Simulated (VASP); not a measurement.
Write the native input for VASP 6.6.1 that does the following.

* Task: single point
* Functional: PBE
* Potentials or basis: VASP PAW PBE potentials, release 64 (Mn_pv, In_d, Cu)
* Cutoff: 520 eV
* k mesh: 6 × 6 × 4
* Occupations: gaussian, width 0.1 eV
* Spin: collinear spin, ferromagnetic start
* Starting moments: [4.0, 0.0, 0.0] μB
* Dipole correction: no
* Further INCAR settings: ALGO = Fast; EDIFF = 1e-06; NBANDS = 30

The structure of MnInCu lies in POSCAR:

```
MnInCu
1.0
    2.1834493600     -2.8878375500      0.0000000000
    2.1834493600      2.8878375500      0.0000000000
    0.0000000000      0.0000000000      4.4360766900
Mn In Cu
1 1 1
Direct
    0.0000000000      0.0000000000      0.0000000000
    0.5000000000      0.5000000000      0.0000000000
    0.0000000000      0.0000000000      0.5000000000
```

The cell was built from a structure type or drawn by symmetry, and may not be a known phase.

These files were run (other wordings do the same):

INCAR

```
PREC     = Accurate       # precision mode
ENCUT    = 520            # plane-wave cutoff, eV
EDIFF    = 1E-6           # SCF threshold, eV
ISMEAR   = 0              # smearing method
SIGMA    = 0.1            # smearing width, eV
LREAL    = False          # projectors in reciprocal space
LASPH    = True           # aspherical terms in the spheres
NELM     = 150            # most SCF steps
ALGO     = Fast           # electronic algorithm
ISIF     = 2              # what is computed and relaxed
LWAVE    = False          # write WAVECAR
LCHARG   = False          # write CHGCAR
ISPIN    = 2              # spin polarisation
MAGMOM   = 4 0 0          # initial moments
LORBIT   = 11             # projections on sites
LMAXMIX  = 4              # l up to which the mixer works
GGA      = PE             # functional
NBANDS   = 30             # bands
```

KPOINTS

```
regular mesh
0
Gamma
  6 6 4
```

Potentials or basis: VASP PAW PBE potentials, release 64 (Mn_pv, In_d, Cu).

The run is started by

```sh
$ cat potpaw_PBE.64/Mn_pv/POTCAR potpaw_PBE.64/In_d/POTCAR potpaw_PBE.64/Cu/POTCAR > POTCAR
$ mpirun -np 1 vasp_std > vasp.out
```

Results of the run:

```
Pressure                                              : 27.8 GPa
Net moment                                            : 3.15 μB per cell
Site moments                                          : Mn +2.90; In -0.03; Cu +0.21 μB
Valence electrons inside the program's atomic spheres : Mn 12.04; In 11.77; Cu 9.98
```

Caveat: the cell stands under pressure.

Run time: 6.6 min on 1 thread of AMD EPYC 7R13 (shared host), peak memory 0.23 GiB.
